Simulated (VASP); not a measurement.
# Rh (I4/mmm) in VASP: notebook, part 2 of 2

VASP 6.6.1. The steps go on from the part before.

**3. Single point, PBEsol (equal xx and yy strain of -1 %)**

Contents of INCAR:

```
PREC = Accurate ; ENCUT = 520
EDIFF = 1E-6 ; ISMEAR = -1
SIGMA = 0.08 ; LREAL = F
LASPH = T ; NELM = 60
ALGO = Normal ; ISIF = 2
LWAVE = F ; LCHARG = T
GGA = PS ; LELF = T
LVHAR = T ; NBANDS = 14
```

Contents of KPOINTS:

```
regular mesh
0
Gamma
  16 16 16
```

Contents of POSCAR:

```
Rh
1.0
    0.0000000000      1.8825345000      1.9015500000
    1.8825345000      0.0000000000      1.9015500000
    1.8825345000      1.8825345000      0.0000000000
Rh
1
Direct
    0.0000000000      0.0000000000      0.0000000000
```

Potentials or basis: VASP PAW PBE potentials, release 64 (Rh_pv).

Started as:

```sh
cat potpaw_PBE.64/Rh_pv/POTCAR > POTCAR
mpirun -np 1 vasp_std > vasp.out
```

Run time: 1.8 min. Hardware: 1 thread of AMD EPYC 7R13, shared host; peak memory 0.14 GiB.

Results (log left out):

* Free energy: -8.1507 eV
* Pressure: 0.7 GPa

Stress tensor (GPa, compression positive):
```
 1.61  0.00  0.00
 0.00  1.61  0.00
 0.00  0.00 -0.99
```

Levels at points of the mesh, in eV from the Fermi level:
| k point | band 4 | band 5 | band 6 | band 7 | band 8 | band 9 | band 10 | band 11 |
| --- | --- | --- | --- | --- | --- | --- | --- | --- |
| (0.00, 0.00, 0.00) | -8.20 | -3.26 | -3.15 | -3.15 | -1.08 | -0.94 | 15.92 | 20.32 |
| (0.50, 0.00, 0.00) | -6.33 | -3.32 | -3.20 | 0.58 | 0.63 | 0.64 | 8.80 | 15.43 |
| (0.50, 0.50, 0.00) | -6.53 | -6.15 | 0.59 | 1.03 | 1.03 | 3.06 | 12.30 | 13.48 |
| (0.50, 0.00, 0.50) | -6.53 | -6.16 | 0.58 | 0.99 | 1.09 | 3.28 | 12.58 | 13.23 |

Caveat: the cell differs from its parent crystal (equal xx and yy strain of -1 %); the PAW data sets were made with another functional, which shifts forces and pressure a little.

**4. Single point, PBEsol (equal xx and yy strain of +1 %)**

Contents of INCAR:

```
SYSTEM = Rh
PREC = Accurate
ENCUT = 520
EDIFF = 1E-7
ISMEAR = -1
SIGMA = 0.08
LREAL = .FALSE.
LASPH = .TRUE.
NELM = 60
ALGO = Normal
ISIF = 2
LWAVE = .FALSE.
LCHARG = .FALSE.
GGA = PS
NBANDS = 14
```

Contents of KPOINTS:

```
regular mesh
0
G
  16 16 16
  0 0 0
```

Contents of POSCAR:

```
Rh
1.0
    0.0000000000      1.9205655000      1.9015500000
    1.9205655000      0.0000000000      1.9015500000
    1.9205655000      1.9205655000      0.0000000000
Rh
1
Direct
    0.0000000000      0.0000000000      0.0000000000
```

Potentials or basis: VASP PAW PBE potentials, release 64 (Rh_pv).

Started as:

```sh
cat potpaw_PBE.64/Rh_pv/POTCAR > POTCAR
mpirun -np 1 vasp_std > vasp.out
```

OUTCAR:

```text
SYSTEM = Rh
   PREC = Accurate
   ENCUT = 520
   EDIFF = 1E-7
   ISMEAR = -1
   LREAL = .FALSE.
   LASPH = .TRUE.
   NELM = 60
   ISIF = 2
   GGA = PS

 ion  position               nearest neighbor table
   1  0.000  0.000  0.000-

  LATTYP: Found a body centered tetragonal cell.
 ALAT       =     2.7160897775
 C/A-ratio  =     1.4002114479

  Lattice vectors:

 A1 = (   0.0000000000,  -1.9205655000,  -1.9015500000)
 A2 = (   0.0000000000,   1.9205655000,  -1.9015500000)
 A3 = (   1.9205655000,   0.0000000000,   1.9015500000)

Analysis of symmetry for initial positions (statically):
=====================================================================
 Subroutine PRICEL returns:
 Original cell was already a primitive cell.

 Routine SETGRP: Setting up the symmetry group for a
 body centered tetragonal supercell.

 Subroutine GETGRP returns: Found 16 space group operations
 (whereof 16 operations were pure point group operations)
 out of a pool of 16 trial point group operations.

The static configuration has the point symmetry D_4h.

Analysis of symmetry for dynamics (positions and initial velocities):
=====================================================================
[... 171 lines left out ...]
      8      10.3737      1.99999
      9      10.4993      1.99997
     10      27.3376      0.00000
     11      31.8203      0.00000
     12      32.5723      0.00000
     13      32.5723      0.00000
     14      32.8730      0.00000
[... 377 lines left out ...]
      1     -34.9731      2.00000
      2     -34.9246      2.00000
      3     -34.9152      2.00000
      4       3.8863      2.00000
      5       8.1703      2.00000
      6       8.4987      2.00000
      7       8.6429      2.00000
      8      10.1984      2.00000
      9      10.5153      1.99996
     10      27.8984      0.00000
     11      30.9446      0.00000
     12      31.8235      0.00000
     13      32.8787      0.00000
     14      33.3994      0.00000

 [... further k-points ...]

------------------------ aborting loop because EDIFF is reached ----------------------------------------

  FORCE on cell =-STRESS in cart. coord.  units (eV):
  Direction    XX          YY          ZZ          XY          YZ          ZX
  --------------------------------------------------------------------------------------
  -------------------------------------------------------------------------------------
  Total       -0.9416343     -0.9416343     -0.7435239      0.0000000      0.0000000     -0.0000000
  in kB     -107.5466473   -107.5466473    -84.9199137      0.0000000      0.0000000     -0.0000000
  external PRESSURE =    -100.0044027 kB  Pullay stress =       0.0000000 kB

 VOLUME and BASIS-vectors are now :
 -----------------------------------------------------------------------------
  energy-cutoff  :      520.00
  volume of cell :       14.03
      direct lattice vectors                 reciprocal lattice vectors
     0.000000000  1.920565500  1.901550000    -0.260339988  0.260339988  0.262943388
     1.920565500  0.000000000  1.901550000     0.260339988 -0.260339988  0.262943388
     1.920565500  1.920565500  0.000000000     0.260339988  0.260339988 -0.262943388

 POSITION                                       TOTAL-FORCE (eV/Angst)
 -----------------------------------------------------------------------------------
      0.00000      0.00000      0.00000         0.000000      0.000000     -0.000000
 -----------------------------------------------------------------------------------
    total drift:                               -0.000000     -0.000000     -0.000000

  FREE ENERGIE OF THE ION-ELECTRON SYSTEM (eV)
  ---------------------------------------------------
  free  energy   TOTEN  =        -8.1345186443 eV

  energy  without entropy=       -8.1040608845  energy(sigma->0) =       -8.11928976
```

OSZICAR:

```text
N       E                     dE             d eps       ncg     rms          rms(c)
DAV:   1     0.119139653272E+03    0.11914E+03   -0.87492E+03  9806   0.114E+03
DAV:   2    -0.721502075041E+01   -0.12635E+03   -0.12079E+03 10810   0.340E+02
DAV:   3    -0.876679100257E+01   -0.15518E+01   -0.15487E+01 11992   0.414E+01
DAV:   4    -0.877257973965E+01   -0.57887E-02   -0.57885E-02 11170   0.260E+00
DAV:   5    -0.877263000308E+01   -0.50263E-04   -0.50266E-04 11602   0.214E-01    0.105E+01
DAV:   6    -0.815729705217E+01    0.61533E+00   -0.10662E+00 10642   0.141E+01    0.316E+00
DAV:   7    -0.813915391417E+01    0.18143E-01   -0.21571E-02 11170   0.161E+00    0.151E+00
DAV:   8    -0.813469661848E+01    0.44573E-02   -0.43764E-03 10504   0.904E-01    0.182E-01
DAV:   9    -0.813451358741E+01    0.18303E-03   -0.20535E-04 10420   0.203E-01    0.235E-02
DAV:  10    -0.813451859527E+01   -0.50079E-05   -0.26294E-06 11092   0.183E-02    0.436E-03
DAV:  11    -0.813451870294E+01   -0.10767E-06   -0.48395E-07 11128   0.954E-03    0.421E-04
DAV:  12    -0.813451864429E+01    0.58646E-07   -0.84814E-09  5084   0.136E-03
   1 F= -.81345186E+01 E0= -.81192898E+01  d E =-.304578E-01
```

Run time: 2 min. Hardware: 1 thread of AMD EPYC 7R13, shared host; peak memory 0.14 GiB.

Results:

- Free energy: -8.1345 eV
- Pressure: -10.0 GPa

Caveat: the cell differs from its parent crystal (equal xx and yy strain of +1 %); the PAW data sets were made with another functional, which shifts forces and pressure a little.

**5. Single point, PBEsol (equal xx and yy strain of +2 %)**

Contents of INCAR:

```
SYSTEM = Rh
ALGO = Normal ; EDIFF = 1E-6
ENCUT = 520 ; GGA = PS
ISIF = 2 ; ISMEAR = -1
LASPH = .TRUE. ; LCHARG = .FALSE.
LREAL = .FALSE. ; LWAVE = .FALSE.
NBANDS = 14 ; NELM = 60
PREC = Accurate ; SIGMA = 0.08
```

Contents of KPOINTS:

```
k-points
0
G
  16 16 16
  0 0 0
```

Contents of POSCAR:

```
Rh
1.0
    0.0000000000      1.9395810000      1.9015500000
    1.9395810000      0.0000000000      1.9015500000
    1.9395810000      1.9395810000      0.0000000000
Rh
1
Direct
    0.0000000000      0.0000000000      0.0000000000
```

Started as:

```sh
cat potpaw_PBE.64/Rh_pv/POTCAR > POTCAR
mpirun -np 1 vasp_std > vasp.out
```

Wall time 1.8 min (1 thread of AMD EPYC 7R13, shared host); peak memory 0.14 GiB.

It converged, with:

* Free energy: -8.1114 eV
* Pressure: -14.5 GPa

Stress tensor (GPa, compression positive):
```
-15.89   0.00   0.00
  0.00 -15.89   0.00
  0.00   0.00 -11.67
```

Levels at points of the mesh, in eV from the Fermi level:
```csv
k point,band 3,band 4,band 5,band 6,band 7,band 8,band 9,band 10,band 11,band 12
"(0.00, 0.00, 0.00)",-46.25,-7.75,-2.97,-2.97,-2.77,-1.04,-0.80,15.97,20.49,20.99
"(0.50, 0.00, 0.00)",-46.33,-5.83,-3.07,-2.86,0.49,0.60,0.71,8.20,15.44,20.50
"(0.50, 0.50, 0.00)",-46.51,-5.97,-5.63,0.52,0.94,0.94,3.42,12.10,12.76,12.76
"(0.50, 0.00, 0.50)",-46.47,-5.97,-5.61,0.53,0.84,1.01,3.00,11.55,13.03,13.22
```

Caveat: the cell differs from its parent crystal (equal xx and yy strain of +2 %); the PAW data sets were made with another functional, which shifts forces and pressure a little.

**6. Summary**

| cell | gap on the mesh (eV) | pressure (GPa) |
| --- | --- | --- |
| a = 2.662, b = 2.662, c = 2.635 Å, angles 60.3, 60.3, 59.3°, 1 atom | none | 7.2 |
| a = 2.676, b = 2.676, c = 2.662 Å, angles 60.2, 60.2, 59.7°, 1 atom | none | 0.7 |
| a = 2.703, b = 2.703, c = 2.716 Å, angles 59.8, 59.8, 60.3°, 1 atom | none | -10.0 |
| a = 2.716, b = 2.716, c = 2.743 Å, angles 59.7, 59.7, 60.7°, 1 atom | none | -14.5 |

Alike in all rows: task single point; level PBEsol; potentials or basis VASP PAW PBE potentials, release 64 (Rh_pv); no spin polarisation; k mesh 16 × 16 × 16; cutoff (eV) 520; smearing fermi-dirac 0.08 eV.

Caveats: the PAW data sets were made with another functional, which shifts forces and pressure a little.

Total energies depend on the potentials used, so only differences within one code and one set of settings carry meaning.
